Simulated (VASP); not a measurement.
Here is a VASP 6.6.1 calculation.

File INCAR:

```
PREC     = Accurate       # precision mode
ENCUT    = 520            # plane-wave cutoff, eV
EDIFF    = 1E-7           # SCF threshold, eV
ISMEAR   = 0              # smearing method
SIGMA    = 0.1            # smearing width, eV
LREAL    = F              # projectors in reciprocal space
LASPH    = T              # aspherical terms in the spheres
NELM     = 100            # most SCF steps
ALGO     = Normal         # electronic algorithm
ISIF     = 2              # what is computed and relaxed
LWAVE    = F              # write WAVECAR
LCHARG   = F              # write CHGCAR
GGA      = PE             # functional
NBANDS   = 25             # bands
```

File KPOINTS:

```
regular mesh
0
Gamma
  3 3 4
```

POSCAR

```
MgB2Te4
1.0
    5.6168439098      0.0000000000      0.0000000000
   -2.8084219549      4.8643295150      0.0000000000
    0.0000000000      0.0000000000      6.1638945427
Mg B Te
1 2 4
Direct
    0.0000000000      0.0000000000      0.0000000000
    0.0000000000      0.0000000000      0.6316315009
    0.0000000000      0.0000000000      0.3683684991
    0.3333333333      0.6666666667      0.0000000000
    0.6666666667      0.3333333333      0.0000000000
    0.3333333333      0.6666666667      0.5000000000
    0.6666666667      0.3333333333      0.5000000000
```

Potentials or basis: VASP PAW PBE potentials, release 64 (Mg, B, Te).

Run with:

```sh
$ cat potpaw_PBE.64/Mg/POTCAR potpaw_PBE.64/B/POTCAR potpaw_PBE.64/Te/POTCAR > POTCAR
$ mpirun -np 1 vasp_std > vasp.out
```

(1) Predict the band gap on the k mesh.

(2) Predict the largest force.

Results:

(1) zero (band 16 reaches 6.77 eV, above the bottom of band 17 at 4.68 eV).

(2) 0.020 eV/Å.

Caveat: the k points lie up to 0.43 Å⁻¹ apart; spin-orbit coupling is left out, which moves the levels of the heavy elements.
